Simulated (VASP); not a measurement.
Write the native input for VASP 6.6.1 that does the following.

| Property | Result |
| --- | --- |
| Task | single point |
| Functional | PBE |
| Potentials or basis | VASP PAW PBE potentials, release 64 (B, N) |
| Cutoff | 520 eV |
| k mesh | 12 × 12 × 4 |
| Occupations | gaussian, width 0.02 eV |
| Spin | no spin polarisation |
| Dipole correction | no |
| Further INCAR settings | ALGO = Normal; EDIFF = 1e-06; NBANDS = 16 |

The structure of BN lies in POSCAR:

```
BN
1.0
    2.5117959391      0.0000000000      0.0000000000
   -1.2558979695      2.1752790924      0.0000000000
    0.0000000000      0.0000000000      8.1208489472
B N
2 2
Direct
    0.3333333333      0.6666666667      0.2500000000
    0.6666666667      0.3333333333      0.7500000000
    0.3333333333      0.6666666667      0.7500000000
    0.6666666667      0.3333333333      0.2500000000
```

One way to write it, as run:

INCAR

```
SYSTEM = BN
ALGO     = Normal         ! electronic algorithm
EDIFF    = 1E-6           ! SCF threshold, eV
ENCUT    = 520            ! plane-wave cutoff, eV
GGA      = PE             ! functional
ISIF     = 2              ! what is computed and relaxed
ISMEAR   = 0              ! smearing method
LASPH    = .True.         ! aspherical terms in the spheres
LCHARG   = .False.        ! write CHGCAR
LREAL    = .False.        ! projectors in reciprocal space
LWAVE    = .False.        ! write WAVECAR
NBANDS   = 16             ! bands
NELM     = 80             ! most SCF steps
PREC     = Accurate       ! precision mode
SIGMA    = 0.02           ! smearing width, eV
```

KPOINTS

```
k-points
0
Gamma
  12 12 4
  0 0 0
```

Potentials or basis: VASP PAW PBE potentials, release 64 (B, N).

The run is started by

```sh
$ cat potpaw_PBE.64/B/POTCAR potpaw_PBE.64/N/POTCAR > POTCAR
$ mpirun -np 1 vasp_std > vasp.out
```

It gave:

```
Pressure               : 0.2 GPa
Band gap on the k mesh : 4.46 eV (least direct gap 4.65 eV)
```

Caveat: this functional lacks dispersion, which binds layers or chains, so the pressure and a relaxed spacing across them are unreliable.

Run time: 49 s on 1 thread of Intel Xeon 8259CL, with other jobs on the host, peak memory 0.17 GiB.
